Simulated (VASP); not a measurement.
Set up this calculation in VASP 6.6.1, as the native input.

| Item | Value |
| --- | --- |
| Task | single point |
| Functional | PBEsol |
| Potentials or basis | VASP PAW PBE potentials, release 64 (Mo_sv, S) |
| Cutoff | 520 eV |
| k mesh | 12 × 12 × 2 |
| Occupations | methfessel-paxton, width 0.0674 eV |
| Spin | no spin polarisation |
| Dipole correction | no |
| Further INCAR settings | ALGO = Normal; EDIFF = 1e-06; NBANDS = 35 |

The structure of MoS2 lies in POSCAR:

```
MoS2
1.0
    3.2987000000      0.0000000000      0.0000000000
   -1.6493500000      2.8567579994      0.0000000000
    0.0000000000      0.0000000000     12.4446000000
Mo S
2 4
Direct
    0.3333333333      0.6666666667      0.2500000000
    0.6666666667      0.3333333333      0.7500000000
    0.3333333333      0.6666666667      0.6259932117
    0.6666666667      0.3333333333      0.1259932117
    0.3333333333      0.6666666667      0.8740067883
    0.6666666667      0.3333333333      0.3740067883
```

One way to write it, as run:

INCAR

```
SYSTEM = MoS2
PREC = Accurate ; ENCUT = 520
EDIFF = 1E-6 ; ISMEAR = 1
SIGMA = 0.0674 ; LREAL = .FALSE.
LASPH = .TRUE. ; NELM = 60
ALGO = Normal ; ISIF = 2
LWAVE = .FALSE. ; LCHARG = .FALSE.
GGA = PS ; NBANDS = 35
```

KPOINTS

```
Automatic mesh
0
G
  12 12 2
  0 0 0
```

Potentials or basis: VASP PAW PBE potentials, release 64 (Mo_sv, S).

The run is started by

```sh
$ cat potpaw_PBE.64/Mo_sv/POTCAR potpaw_PBE.64/S/POTCAR > POTCAR
$ mpirun -np 1 vasp_std > vasp.out
```

Results of the run:

- Pressure: -10.5 GPa
- Largest force: 0.609 eV/Å
- Band gap on the k mesh: 0.48 eV, indirect (least direct gap 1.30 eV)

Caveat: the PAW data sets were made with another functional, which shifts forces and pressure a little; this functional lacks dispersion, which binds the layers, so the pressure and a relaxed spacing across them are unreliable.

Wall time 2.6 min on 1 thread of Intel(R) Xeon(R) Platinum 8259CL CPU @ 2.50GHz (Skylake/Cascade Lake), with other jobs on the host, peak memory 0.32 GiB.
